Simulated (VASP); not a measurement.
Input of a VASP 6.6.1 run:

Contents of INCAR:

```
PREC = Accurate
ENCUT = 520
EDIFF = 1E-7
ISMEAR = 0
SIGMA = 0.1
LREAL = F
LASPH = T
NELM = 80
ALGO = Normal
ISIF = 2
LWAVE = F
LCHARG = F
GGA = PE
NBANDS = 36
```

Contents of KPOINTS:

```
Automatic mesh
0
Gamma
  6 6 6
```

The input POSCAR:

```
CuSn2As3
1.0
    2.8281439001      1.6328296405      4.5868370898
   -2.8281439001      1.6328296405      4.5868370898
    0.0000000000     -3.2656592857      4.5868370881
Cu Sn As
1 2 3
Direct
    0.0000000000      0.0000000000      0.0000000000
    0.6355414937      0.6355414937      0.6355414937
    0.3644585063      0.3644585063      0.3644585063
    0.0000000000      0.5000000000      0.0000000000
    0.5000000000      0.0000000000      0.0000000000
    0.0000000000      0.0000000000      0.5000000000
```

Potentials or basis: VASP PAW PBE potentials, release 64 (Cu, Sn_d, As).

Run with:

```bash
$ cat potpaw_PBE.64/Cu/POTCAR potpaw_PBE.64/Sn_d/POTCAR potpaw_PBE.64/As/POTCAR > POTCAR
$ mpirun -np 1 vasp_std > vasp.out
```

Question: Estimate the largest force.

Answer: 0.029 eV/Å.

Question: What does it give for the band gap on the k mesh?

Answer: Zero (band 27 reaches 8.48 eV, above the bottom of band 28 at 6.26 eV).

Forces on the atoms (eV/Å):
```
Cu   0.000  0.000  0.000
Sn   0.000  0.000 -0.029
Sn   0.000  0.000  0.029
As   0.000  0.000  0.000
As   0.000  0.000  0.000
As   0.000  0.000  0.000
```

Caveat: spin-orbit coupling is left out, which moves the levels of the heavy elements.
